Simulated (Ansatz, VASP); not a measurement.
HfO2: VASP beside Ansatz

File POSCAR:

```
HfO2
1.0
    0.0000000000      2.5350000000      2.5350000000
    2.5350000000      0.0000000000      2.5350000000
    2.5350000000      2.5350000000      0.0000000000
Hf O
1 2
Direct
    0.0000000000      0.0000000000      0.0000000000
    0.2500000000      0.2500000000      0.2500000000
    0.7500000000      0.7500000000      0.7500000000
```

File INCAR.step1:

```
SYSTEM = HfO2
PREC = Accurate
ENCUT = 520
ISMEAR = -1
SIGMA = 0.02
LREAL = .FALSE.
LASPH = .TRUE.
NELM = 60
NBANDS = 18
GGA = PE
ALGO = Normal
EDIFF = 1E-4
LWAVE = .TRUE.
LCHARG = .FALSE.
```

Contents of INCAR.step2:

```
SYSTEM = HfO2
PREC = Accurate
ENCUT = 520
EDIFF = 1E-6
ISMEAR = -1
SIGMA = 0.02
LREAL = .FALSE.
LASPH = .TRUE.
NELM = 60
ALGO = Normal
ISIF = 2
LWAVE = .FALSE.
LCHARG = .FALSE.
METAGGA = R2SCAN
LMIXTAU = .TRUE.
NBANDS = 18
ISTART = 1
```

The input KPOINTS:

```
regular mesh
0
G
  6 6 6
  0 0 0
```

Input for Ansatz:

```yaml
crystal:
  lattice:
    - [0, 2.535, 2.535]
    - [2.535, 0, 2.535]
    - [2.535, 2.535, 0]
  atoms:
    - { symbol: Hf, position: [0, 0, 0] }
    - { symbol: O, position: [0.25, 0.25, 0.25] }
    - { symbol: O, position: [0.75, 0.75, 0.75] }
kpoints:
  mp_grid: { grid: [6, 6, 6] }
hamiltonian:
  xc: r2scan
  pseudopotentials:
    kind: all_electron
    relativity: scalar
    datasets: crystal
    dataset_attempts: all
    nuclear_model: point
scf:
  occupations: { method: fermi_dirac, width: 0.02 }
  convergence: { dr2_threshold: "1e-9 eV" }
  max_iter: 300
output:
  forces: true
  stress: true
  eigenvalues: true
```

Alike in both runs: task single point; functional r2SCAN; k mesh 6 × 6 × 6; occupations fermi-dirac, width 0.02 eV; no spin polarisation.

```csv
,VASP,Ansatz
version,VASP 6.6.1,Ansatz 0.2.0 development build
potentials or method,"VASP PAW PBE potentials, release 64 (Hf_pv, O), cutoff 520 eV","plane waves, all-electron PAW datasets generated for the crystal"
```

```csv
,VASP,Ansatz,Ansatz less VASP
gap on the k mesh at the Fermi level (eV),4.29,4.27,-0.021
```

VASP's potentials were made for PBE, not for r2SCAN. Ansatz ran all-electron here, and VASP with PAW potentials.

Neither program's run includes spin-orbit coupling.
